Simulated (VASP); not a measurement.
# Au (P6_3/mmc) in VASP: notebook

Runs on Au. Level: revPBE. Tasks: single point.

Program: VASP 6.6.1. These are calculated values, not measurements. Logs are shortened: lines on timing, memory, paths and dates and some standing lists are left out, and cuts for length are marked.

## (1) The cell of the first run

Symmetry: P6_3/mmc, No. 194, hexagonal system. Conventional cell: a = 3.011 Å, b = 3.011 Å, c = 5.051 Å, α = 90.00°, β = 90.00°, γ = 120.00°. Au (site symmetry -6m2) has 12 Au at 3.01 to 3.07 Å within 4.0 Å.

## (2) Single point, revPBE (volume scaled by 1.08)

The input, INCAR:

```
SYSTEM = Au
ALGO = Normal
EDIFF = 1E-7
ENCUT = 520
GGA = RE
ISIF = 2
ISMEAR = -1
LASPH = .TRUE.
LCHARG = .FALSE.
LREAL = .FALSE.
LWAVE = .FALSE.
NBANDS = 18
NELM = 80
PREC = Accurate
SIGMA = 0.1
```

The input, KPOINTS:

```
k-points
0
G
  14 14 7
  0 0 0
```

The input, POSCAR:

```
Au
1.0
    3.0112717965      0.0000000000      0.0000000000
   -1.5056358982      2.6078378735      0.0000000000
    0.0000000000      0.0000000000      5.0508205277
Au
2
Direct
    0.3333333333      0.6666666667      0.2500000000
    0.6666666667      0.3333333333      0.7500000000
```

Potentials or basis: VASP PAW PBE potentials, release 64 (Au).

On the command line:

```console
$ cat potpaw_PBE.64/Au/POTCAR > POTCAR
$ mpirun -np 1 vasp_std > vasp.out
```

OUTCAR:

```text
SYSTEM = Au
   EDIFF = 1E-7
   ENCUT = 520
   GGA = RE
   ISIF = 2
   ISMEAR = -1
   LASPH = .TRUE.
   LREAL = .FALSE.
   NELM = 80
   PREC = Accurate

 ion  position               nearest neighbor table
   1  0.333  0.667  0.250-   2 3.07   2 3.07   2 3.07   2 3.07   2 3.07   2 3.07
   2  0.667  0.333  0.750-   1 3.07   1 3.07   1 3.07   1 3.07   1 3.07   1 3.07

  LATTYP: Found a hexagonal cell.
 ALAT       =     3.0112717965
 C/A-ratio  =     1.6773047632

  Lattice vectors:

 A1 = (   3.0112717965,   0.0000000000,   0.0000000000)
 A2 = (  -1.5056358982,   2.6078378735,   0.0000000000)
 A3 = (   0.0000000000,   0.0000000000,   5.0508205277)

Analysis of symmetry for initial positions (statically):
=====================================================================
 Subroutine PRICEL returns:
 Original cell was already a primitive cell.

 Routine SETGRP: Setting up the symmetry group for a
 hexagonal supercell.

 Subroutine GETGRP returns: Found 24 space group operations
 (whereof 12 operations were pure point group operations)
 out of a pool of 24 trial point group operations.

The static configuration has the point symmetry D_3d.
 The point group associated with its full space group is D_6h.

Analysis of symmetry for dynamics (positions and initial velocities):
=====================================================================
 Subroutine PRICEL returns:
 Original cell was already a primitive cell.

 Routine SETGRP: Setting up the symmetry group for a
 hexagonal supercell.

 Subroutine GETGRP returns: Found 24 space group operations
 (whereof 12 operations were pure point group operations)
 out of a pool of 24 trial point group operations.

The dynamic configuration has the point symmetry D_3d.
 The point group associated with its full space group is D_6h.

 Subroutine INISYM returns: Found 24 space group operations
 (whereof 12 operations are pure point group operations),
 and found     1 'primitive' translations

----------------------------------------------------------------------------------------

                                     Primitive cell

  volume of cell :      39.6636

  direct lattice vectors                    reciprocal lattice vectors
     3.011271796  0.000000000  0.000000000     0.332085600  0.191729710  0.000000000
    -1.505635898  2.607837873  0.000000000     0.000000000  0.383459421  0.000000000
     0.000000000  0.000000000  5.050820528     0.000000000  0.000000000  0.197987633

  length of vectors
     3.011271796  3.011271797  5.050820528     0.383459421  0.383459421  0.197987633

  position of ions in fractional coordinates (direct lattice)
     0.333333333  0.666666667  0.250000000
     0.666666667  0.333333333  0.750000000

  ion indices of the primitive-cell ions
   primitive index   ion index
                 1           1
                 2           2

----------------------------------------------------------------------------------------

 KPOINTS: k-points

Automatic generation of k-mesh.
 Grid dimensions read from file:
 generate k-points for:   14   14    7

 Generating k-lattice:

  Cartesian coordinates                     Fractional coordinates (reciprocal lattice)
     0.023720400  0.013694979  0.000000000     0.071428571 -0.000000000  0.000000000
     0.000000000  0.027389959  0.000000000     0.000000000  0.071428571  0.000000000
     0.000000000  0.000000000  0.028283948     0.000000000  0.000000000  0.142857143

  Length of vectors
     0.027389959  0.027389959  0.028283948

  Shift w.r.t. Gamma in fractional coordinates (k-lattice)
     0.000000000  0.000000000  0.000000000

 Subroutine IBZKPT returns following result:
 ===========================================

 Found     96 irreducible k-points:

 Following reciprocal coordinates:
            Coordinates               Weight
  0.000000  0.000000  0.000000      1.000000
  0.071429 -0.000000  0.000000      6.000000
  0.142857 -0.000000  0.000000      6.000000
  0.214286  0.000000  0.000000      6.000000
  0.285714 -0.000000  0.000000      6.000000
  0.357143 -0.000000  0.000000      6.000000
[... 16 lines left out ...]
  0.285714  0.285714  0.000000      6.000000
  0.357143  0.285714  0.000000      6.000000
 [... further k-points ...]
   k-points           NKPTS =     96   k-points in BZ     NKDIM =     96   number of bands    NBANDS=     18
   number of dos      NEDOS =    301   number of ions     NIONS =      2
   total plane-waves  NPLWV =  23040
   dimension x,y,z NGX =    24 NGY =   24 NGZ =   40
   dimension x,y,z NGXF=    48 NGYF=   48 NGZF=   80
   ions per type =               2
   NGX,Y,Z   is equivalent  to a cutoff of  13.25, 13.25, 13.17 a.u.
   NGXF,Y,Z  is equivalent  to a cutoff of  26.50, 26.50, 26.33 a.u.
 SYSTEM =  Au
   PREC   = accura    normal or accurate (medium, high low for compatibility)
   ISTART =      0    job   : 0-new  1-cont  2-samecut
   ICHARG =      2    charge: 1-file 2-atom 10-const
   ISPIN  =      1    spin polarized calculation?
   LNONCOLLINEAR =      F non collinear calculations
   LSORBIT =      F    spin-orbit coupling
   LASPH  =      T    aspherical Exc in radial PAW
   ENCUT  =  520.0 eV  38.22 Ry    6.18 a.u.   5.60  5.60  9.39*2*pi/ulx,y,z
   NELM   =     80;   NELMIN=  2; NELMDL= -5     # of ELM steps
   EDIFF  = 0.1E-06   stopping-criterion for ELM
   LREAL  =      F    real-space projection
   EDIFFG = 0.1E-05   stopping-criterion for IOM
   NSW    =      0    number of steps for IOM
   IBRION =     -1    ionic relax: 0-MD 1-quasi-New 2-CG
   NFREE  =      0    steps in history (QN), initial steepest desc. (CG)
   ISIF   =      2    stress and relaxation
   ISYM   =      2    0-nonsym 1-usesym 2-fastsym
   POTIM  = 0.5000    time-step for ionic-motion
   TEBEG  =    0.0;   TEEND  =   0.0 temperature during run
   PSTRESS=    0.0 pullay stress
   NELECT =      22.0000    total number of electrons
   NUPDOWN=      -1.0000    fix difference up-down
   EMIN   =  10.00;   EMAX   =-10.00  energy-range for DOS
   EFERMI =   0.00;   METHOD = LEGACY
   ISMEAR =    -1;   SIGMA  =   0.10  broadening in eV -4-tet -1-fermi 0-gaus
   EFERMI_NEDOS =   21; number of points for ismear=-14 and -15
   IALGO  =     38    algorithm
   IMIX   =      4    mixing-type and parameters
     AMIX     =   0.40;   BMIX     =  1.00
     AMIX_MAG =   1.60;   BMIX_MAG =  1.00
  volume/ion in A,a.u.               =      19.83       133.83
  Fermi-wavevector in a.u.,A,eV,Ry     =   1.345091  2.541853 24.616598  1.809269
  Thomas-Fermi vector in A             =   2.473032
   LORBIT       =      0    0 simple, 1 ext, 2 COOP (PROOUT), +10 PAW based schemes
   GGA     = RE    functional components
   LHFCALC =     F    Hartree Fock is set to
   AEXX    =    0.0000 exact exchange contribution
   IVDW    =     0    specifies the selected vdW correction
   LEPSILON=     F    determine dielectric tensor
   LRPA    =     F    only Hartree local field effects (RPA)
 non-spin polarized calculation
  energy-cutoff  :      520.00
  volume of cell :       39.66
 maximum number of plane-waves:      1099
 NGX is ok and might be reduce to    24
   NGX = 11   NGY = 11   NGZ = 19

 number of electron      22.0000007 magnetization

 Free energy of the ion-electron system (eV)
  ---------------------------------------------------
  ext. energy  EPLUGINS =         0.00000000
  ---------------------------------------------------
  free energy    TOTEN  =        -5.39125440 eV

  energy without entropy =       -5.36541024  energy(sigma->0) =       -5.37833232

 E-fermi :   7.2399     XC(G=0): -11.7472

 val. band max:        7.2244311013   @ k =   0.3571   0.1429   0.2857
 cond. band min:       7.2465943390   @ k =   0.2143   0.2143   0.4286
 fundamental gap:      0.0221632377
 Fermi energy:         7.2399171792

 k-point     1 :       0.0000    0.0000    0.0000
  band No.  band energies     occupation
      1      -1.1020      2.00000
      2       1.1142      2.00000
      3       3.1388      2.00000
      4       3.3562      2.00000
      5       3.3562      2.00000
      6       3.5909      2.00000
[... 10 lines left out ...]
     17      24.2196      0.00000
     18      24.2196      0.00000

 k-point     2 :       0.0714   -0.0000    0.0000
  band No.  band energies     occupation
      1      -0.9605      2.00000
      2       1.2263      2.00000
      3       3.0957      2.00000
      4       3.3933      2.00000
      5       3.4412      2.00000
      6       3.5496      2.00000
[... 10 lines left out ...]
     17      23.4445      0.00000
     18      24.3605      0.00000

 k-point     3 :       0.1429   -0.0000    0.0000
  band No.  band energies     occupation
      1      -0.5501      2.00000
      2       1.5243      2.00000
      3       2.9767      2.00000
      4       3.3927      2.00000
      5       3.5939      2.00000
      6       3.6869      2.00000
[... 10 lines left out ...]
     17      23.4486      0.00000
     18      24.4876      0.00000

 k-point     4 :       0.2143    0.0000    0.0000
  band No.  band energies     occupation
      1       0.0751      2.00000
      2       1.8427      2.00000
      3       2.9271      2.00000
      4       3.1804      2.00000
      5       3.2681      2.00000
      6       3.7815      2.00000
[... 375 lines left out ...]
      4       3.2108      2.00000
      5       3.3182      2.00000
      6       3.4546      2.00000
[... 10 lines left out ...]
     17      18.2425      0.00000
     18      19.2993      0.00000

 k-point    23 :       0.2857    0.2857    0.0000
  band No.  band energies     occupation
      1       2.1600      2.00000
      2       2.3581      2.00000
      3       2.5743      2.00000
      4       2.9856      2.00000
      5       3.1743      2.00000
      6       3.4468      2.00000
[... 10 lines left out ...]
     17      17.8310      0.00000
     18      18.4543      0.00000

 k-point    24 :       0.3571    0.2857    0.0000
  band No.  band energies     occupation
      1       2.1395      2.00000
      2       2.4885      2.00000
      3       2.5301      2.00000
      4       3.0801      2.00000
      5       3.2260      2.00000
      6       3.3350      2.00000
[... 10 lines left out ...]
     17      17.2912      0.00000
     18      17.5744      0.00000

 [... further k-points ...]
[... 5 lines left out ...]
  --------------------------------------------------------------------------------------
  -------------------------------------------------------------------------------------
  Total       -1.8541704     -1.8541704     -1.8524905     -0.0000000     -0.0000000      0.0000000
  in kB      -74.8975732    -74.8975732    -74.8297139     -0.0000000     -0.0000000      0.0000000
  external PRESSURE =     -74.8749534 kB  Pullay stress =       0.0000000 kB

 VOLUME and BASIS-vectors are now :
 -----------------------------------------------------------------------------
  energy-cutoff  :      520.00
  volume of cell :       39.66
      direct lattice vectors                 reciprocal lattice vectors
     3.011271796  0.000000000  0.000000000     0.332085600  0.191729710  0.000000000
    -1.505635898  2.607837873  0.000000000     0.000000000  0.383459421  0.000000000
     0.000000000  0.000000000  5.050820528     0.000000000  0.000000000  0.197987633

 POSITION                                       TOTAL-FORCE (eV/Angst)
 -----------------------------------------------------------------------------------
     -0.00000      1.73856      1.26271        -0.000000      0.000000      0.000000
      1.50564      0.86928      3.78812         0.000000     -0.000000      0.000000
 -----------------------------------------------------------------------------------
    total drift:                               -0.000000      0.000000     -0.000000

  FREE ENERGIE OF THE ION-ELECTRON SYSTEM (eV)
  ---------------------------------------------------
  free  energy   TOTEN  =        -5.3912544006 eV

  energy  without entropy=       -5.3654102413  energy(sigma->0) =       -5.37833232
```

It took 19 s on 1 thread of Intel Xeon 6975P-C (Granite Rapids), shared host; peak memory 0.19 GiB.

Results:

```
Free energy            : -5.3913 eV
Pressure               : -7.5 GPa
Band gap on the k mesh : zero (band 11 reaches 10.17 eV, above the bottom of band 12 at 4.92 eV)
```

Caveat: the PAW data sets were made with another functional, which shifts forces and pressure a little; spin-orbit coupling is left out, which moves the levels of the heavy elements.

[end of part 1 of 2]
